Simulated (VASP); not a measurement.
Set up this calculation in VASP 6.6.1, as the native input.

- Task: single point
- Functional: PBE
- Potentials or basis: VASP PAW PBE potentials, release 64 (Mg, O)
- Cutoff: 520 eV
- k mesh: 9 × 9 × 6
- Occupations: gaussian, width 0.05 eV
- Spin: no spin polarisation
- Dipole correction: no
- Further INCAR settings: ALGO = Normal; EDIFF = 1e-06; NBANDS = 16

The structure of MgO lies in POSCAR:

```
MgO
1.0
    3.5210900849      0.0000000000      0.0000000000
   -1.7605450425      3.0493534626      0.0000000000
    0.0000000000      0.0000000000      4.3077016099
Mg O
2 2
Direct
    0.6666666667      0.3333333333      0.7500000000
    0.3333333333      0.6666666667      0.2500000000
    0.6666666667      0.3333333333      0.2500000000
    0.3333333333      0.6666666667      0.7500000000
```

This cell differs from its parent crystal: volume 11.563 Å^3 an atom, c/a of the conventional cell 1.2234.

These files were run (other wordings do the same):

INCAR

```
SYSTEM = MgO
PREC = Accurate
ENCUT = 520
EDIFF = 1E-6
ISMEAR = 0
SIGMA = 0.05
LREAL = .FALSE.
LASPH = .TRUE.
NELM = 80
ALGO = Normal
ISIF = 2
LWAVE = .FALSE.
LCHARG = .FALSE.
GGA = PE
NBANDS = 16
```

KPOINTS

```
regular mesh
0
G
  9 9 6
  0 0 0
```

Potentials or basis: VASP PAW PBE potentials, release 64 (Mg, O).

Run with:

```console
$ cat potpaw_PBE.64/Mg/POTCAR potpaw_PBE.64/O/POTCAR > POTCAR
$ mpirun -np 1 vasp_std > vasp.out
```

It gave:

```
Pressure               : -2.5 GPa
Band gap on the k mesh : 3.15 eV, direct
```

Run time: 49 s on 1 thread of AMD EPYC 7R13, on a shared host, peak memory 0.15 GiB.
